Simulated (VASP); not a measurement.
A run of VASP 6.6.1 is set up as follows.

INCAR

```
PREC = Accurate
ENCUT = 520
EDIFF = 1E-6
ISMEAR = 0
SIGMA = 0.15
LREAL = F
LASPH = T
NELM = 80
ALGO = Normal
ISIF = 2
LWAVE = F
LCHARG = F
GGA = PS
NBANDS = 18
```

File KPOINTS:

```
regular mesh
0
Gamma
  12 12 12
```

File POSCAR:

```
TiAl3
1.0
    3.9483448106      0.0000000000      0.0000000000
    0.0000000000      3.9483448106      0.0000000000
    0.0000000000      0.0000000000      3.9483448106
Ti Al
1 3
Direct
    0.0000000000      0.0000000000      0.0000000000
    0.5000000000      0.5000000000      0.0000000000
    0.5000000000      0.0000000000      0.5000000000
    0.0000000000      0.5000000000      0.5000000000
```

Potentials or basis: VASP PAW PBE potentials, release 64 (Ti_sv, Al).

Command:

```bash
$ cat potpaw_PBE.64/Ti_sv/POTCAR potpaw_PBE.64/Al/POTCAR > POTCAR
$ mpirun -np 1 vasp_std > vasp.out
```

**Question.** What does it give for the band gap on the k mesh?

**Answer.** Zero (an odd number of electrons rules out a gap without spin polarisation).

**Question.** What does it give for the pressure?

**Answer.** 0.2 GPa.

Caveat: the PAW data sets were made with another functional, which shifts forces and pressure a little.
